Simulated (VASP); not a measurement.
Input of a VASP 6.6.1 run:

The input INCAR:

```
SYSTEM = BaMg3H3
ALGO = Normal
EDIFF = 1E-6
ENCUT = 520
GGA = PE
ISIF = 2
ISMEAR = 0
LASPH = .True.
LCHARG = .False.
LREAL = .False.
LWAVE = .False.
NBANDS = 18
NELM = 80
PREC = Accurate
SIGMA = 0.1
```

Contents of KPOINTS:

```
k-points
0
Gamma
  10 10 6
  0 0 0
```

File POSCAR:

```
BaMg3H3
1.0
    4.3610655298      0.0000000000      0.0000000000
    0.0000000000      4.3610655298      0.0000000000
    0.0000000000      0.0000000000      7.0977775466
Ba Mg H
1 3 3
Direct
    0.0000000000      0.0000000000      0.6316492856
    0.5000000000      0.0000000000      0.0754172649
    0.0000000000      0.5000000000      0.0754172649
    0.5000000000      0.5000000000      0.3759791993
    0.5000000000      0.5000000000      0.6452803556
    0.5000000000      0.0000000000      0.3897554897
    0.0000000000      0.5000000000      0.3897554897
```

Potentials or basis: VASP PAW PBE potentials, release 64 (Ba_sv, Mg, H).

Launch:

```bash
$ cat potpaw_PBE.64/Ba_sv/POTCAR potpaw_PBE.64/Mg/POTCAR potpaw_PBE.64/H/POTCAR > POTCAR
$ mpirun -np 1 vasp_std > vasp.out
```

(1) What does it give for the pressure?

(2) What does it give for the largest force?

Results:

(1) 0.1 GPa.

(2) 0.050 eV/Å.
